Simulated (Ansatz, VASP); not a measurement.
## Ti7Si: VASP beside Ansatz

```xyz
8
Lattice="-4.0381 4.0381 0.0000 -4.0381 0.0000 4.0381 0.0000 4.0381 4.0381" Properties=species:S:1:pos:R:3 pbc="T T T"
Ti    0.0000    0.0000    0.0000
Ti   -2.0190    2.0190    0.0000
Ti   -2.0190    0.0000    2.0190
Ti    0.0000    2.0190    2.0190
Ti   -2.0190    4.0381    2.0190
Ti   -2.0190    2.0190    4.0381
Ti   -4.0381    4.0381    4.0381
Si   -4.0381    2.0190    2.0190
```

Alike in both runs: functional PBE; k mesh 8 × 8 × 8; occupations gaussian, width 0.1 eV; no spin polarisation.

Ansatz relaxed the structure, and its values are those at the end. VASP's run is a single point on that final structure, the one shown.

|  | VASP | Ansatz |
| --- | --- | --- |
| version | VASP 6.6.1 | Ansatz 0.2.0 |
| potentials or method | VASP PAW PBE potentials, release 64 (Ti_sv, Si), cutoff 520 eV | scalar-relativistic, plane waves, PAW |
| valence electrons in the cell | 88 | 88 |

Ansatz gave:

```
gap on the k mesh at the Fermi level (eV) : none
pressure (GPa)                            : 0.0
```

**Question.** What did VASP give for the same quantities?

**Answer.** gap on the k mesh at the Fermi level (eV): none; pressure (GPa): -0.2.

A gap of «none» marks a metal or a gap that the smearing closes.
